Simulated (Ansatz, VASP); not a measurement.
## One calculation of Al2InN3, two programs

Contents of INCAR:

```
  PREC = Accurate
  ENCUT = 520
  EDIFF = 1E-7
  ISMEAR = 0
  SIGMA = 0.05
  LREAL = False
  LASPH = True
  NELM = 80
  ALGO = Normal
  ISIF = 2
  LWAVE = False
  LCHARG = True
  GGA = CA
  LELF = True
  LVHAR = True
  NBANDS = 46
```

KPOINTS

```
Automatic mesh
0
Gamma
  6 6 6
```

The input POSCAR:

```
Al2InN3
1.0
    4.8362358266     -2.7814043137      0.0000000000
    4.8362358266      2.7814043137      0.0000000000
    0.0000000000      0.0000000000      5.1663900927
Al In N
4 2 6
Direct
    0.0079415211      0.3349865408      0.9916859604
    0.6650134592      0.9920584789      0.9916859604
    0.9920584789      0.6650134592      0.4916859604
    0.3349865408      0.0079415211      0.4916859604
    0.3221999761      0.6778000239      0.9874513034
    0.6778000239      0.3221999761      0.4874513034
    0.0350941391      0.3333735310      0.3562094523
    0.6666264690      0.9649058609      0.3562094523
    0.9649058609      0.6666264690      0.8562094523
    0.3333735310      0.0350941391      0.8562094523
    0.3002606421      0.6997393579      0.4047578412
    0.6997393579      0.3002606421      0.9047578412
```

Input for Ansatz:

```yaml
crystal:
  lattice:
    - [4.8362358266, -2.7814043137, 0.0]
    - [4.8362358266, 2.7814043137, 0.0]
    - [0.0, 0.0, 5.1663900927]
  atoms:
    - { symbol: Al, position: [0.0079415211, 0.3349865408, 0.9916859604] }
    - { symbol: Al, position: [0.6650134592, 0.9920584789, 0.9916859604] }
    - { symbol: Al, position: [0.9920584789, 0.6650134592, 0.4916859604] }
    - { symbol: Al, position: [0.3349865408, 0.0079415211, 0.4916859604] }
    - { symbol: In, position: [0.3221999761, 0.6778000239, 0.9874513034] }
    - { symbol: In, position: [0.6778000239, 0.3221999761, 0.4874513034] }
    - { symbol: "N", position: [0.0350941391, 0.333373531, 0.3562094523] }
    - { symbol: "N", position: [0.666626469, 0.9649058609, 0.3562094523] }
    - { symbol: "N", position: [0.9649058609, 0.666626469, 0.8562094523] }
    - { symbol: "N", position: [0.333373531, 0.0350941391, 0.8562094523] }
    - { symbol: "N", position: [0.3002606421, 0.6997393579, 0.4047578412] }
    - { symbol: "N", position: [0.6997393579, 0.3002606421, 0.9047578412] }
basis:
  ecutwfc: 520.0
kpoints:
  mp_grid: { grid: [6, 6, 6] }
hamiltonian:
  xc: lda
  pseudopotentials: { kind: paw, azcp: { folder: soft_1 } }
scf:
  occupations: { method: gaussian, width: 0.05 }
output:
  forces: true
  stress: true
  eigenvalues: true
```

Alike in both runs: task single point; functional LDA; k mesh 6 × 6 × 6; occupations gaussian, width 0.05 eV; no spin polarisation.

|  | VASP | Ansatz |
| --- | --- | --- |
| version | VASP 6.6.1 | Ansatz 0.2.0 |
| potentials or method | VASP PAW LDA potentials, release 64 (Al, In_d, N), cutoff 520 eV | scalar-relativistic, plane waves, PAW |
| valence electrons in the cell | 68 | 68 |

|  | VASP | Ansatz | Ansatz less VASP |
| --- | --- | --- | --- |
| gap on the k mesh at the Fermi level (eV) | 2.45 | 2.45 | -0.006 |
| least direct gap on the mesh (eV) | 2.45 | 2.45 | -0.006 |
| pressure (GPa) | 0.6 | 0.0 | -0.56 |
| rms of the force components (eV/Å) | 0.004 | 0.000 | -0.0033 |

Ansatz warns that its potentials were made for another functional, while VASP's fit it. LDA's correlation is that of Perdew and Zunger in VASP and of Perdew and Wang (1992) in Ansatz. Atom by atom the forces differ by 0.004 eV/Å (rms over components).
